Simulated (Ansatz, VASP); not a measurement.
One calculation of ZnGeP2, two programs

```
Zn Ge P
1.0
    -2.68733    2.68733    5.31219
     2.68733   -2.68733    5.31219
     2.68733    2.68733   -5.31219
Zn Ge P
2 2 4
Direct
  0.00000 0.00000 0.00000
  0.75000 0.25000 0.50000
  0.50000 0.50000 0.00000
  0.25000 0.75000 0.50000
  0.37500 0.37532 0.50032
  0.62468 0.12500 0.99968
  0.87500 0.87468 0.49968
  0.12532 0.62500 0.00032
```

Alike in both runs: functional LDA; k mesh 6 × 6 × 6; occupations fermi-dirac, width 0.02 eV; no spin polarisation.

Ansatz relaxed the structure, and its values are those at the end. VASP's run is a single point on that final structure, the one shown.

```csv
,VASP,Ansatz
version,VASP 6.6.1,Ansatz 0.2.0
potentials or method,"VASP PAW LDA potentials, release 64 (Zn, Ge_d, P), cutoff 500 eV",PAW plane waves
valence electrons in the cell,72,72
```

```csv
,VASP,Ansatz,Ansatz less VASP
gap on the k mesh at the Fermi level (eV),1.06,1.06,-0.005
pressure (GPa),0.1,0.0,-0.15
rms of the force components (eV/Å),0.012,0.002,-0.0099
```

Ansatz warns that its potentials were made for another functional, while VASP's fit it. LDA's correlation is that of Perdew and Zunger in VASP and of Perdew and Wang (1992) in Ansatz.
